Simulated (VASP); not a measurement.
Be3TeSe2: single point with PBE

The system is Be3TeSe2.

```xyz
12
Lattice="3.7850 0.0000 0.0000 0.0000 3.7850 0.0000 0.0000 0.0000 15.9786" Properties=species:S:1:pos:R:3 pbc="T T T"
Be    1.8925    1.8925    2.9539
Be    0.0000    0.0000    5.4704
Be    1.8925    1.8925    7.9893
Be    0.0000    0.0000   10.5082
Be    1.8925    1.8925   13.0247
Be    0.0000    0.0000    0.0000
Te    0.0000    1.8925    1.4700
Te    1.8925    0.0000   14.5086
Se    1.8925    0.0000    4.2088
Se    0.0000    1.8925    6.7294
Se    1.8925    0.0000    9.2492
Se    0.0000    1.8925   11.7698
```

* Program: VASP 6.6.1
* Task: single point
* Functional: PBE
* Potentials or basis: VASP PAW PBE potentials, release 64 (Be, Te, Se)
* Cutoff: 520 eV
* k mesh: 8 × 8 × 2
* Occupations: gaussian, width 0.02 eV
* Spin: no spin polarisation

The pressure is 0.2 GPa. The largest force is 0.008 eV/Å and the band gap on the k mesh is 1.96 eV.

Forces on the atoms (eV/Å):
```
Be   0.000  0.000  0.008
Be   0.000  0.000  0.000
Be   0.000  0.000  0.000
Be   0.000  0.000  0.000
Be   0.000  0.000 -0.008
Be   0.000  0.000  0.000
Te   0.000  0.000 -0.001
Te   0.000  0.000  0.001
Se   0.000  0.000 -0.001
Se   0.000  0.000  0.000
Se   0.000  0.000  0.000
Se   0.000  0.000  0.001
```

Levels at points of the mesh, in eV from the valence-band top:
```tsv
k point	band 22	band 23	band 24	band 25	band 26	band 27
(0.00, 0.00, 0.00)	-0.38	0.00	0.00	1.96	2.39	2.75
(0.50, 0.00, 0.00)	-1.78	-0.47	-0.46	3.47	3.56	3.70
(0.50, 0.50, 0.00)	-2.90	-2.78	-2.78	2.07	2.07	3.16
(0.00, 0.00, 0.50)	-0.90	-0.07	-0.07	1.98	2.33	2.93
(0.50, 0.00, 0.50)	-1.41	-0.47	-0.46	3.24	3.29	3.89
(0.50, 0.50, 0.50)	-3.06	-2.84	-2.84	2.52	2.52	2.69
```

It took 7.5 min on 1 thread of Intel Xeon 8259CL (shared host), peak memory 0.4 GiB.

Caveat: spin-orbit coupling is left out, which moves the levels of the heavy elements. A k mesh can miss the band edges.
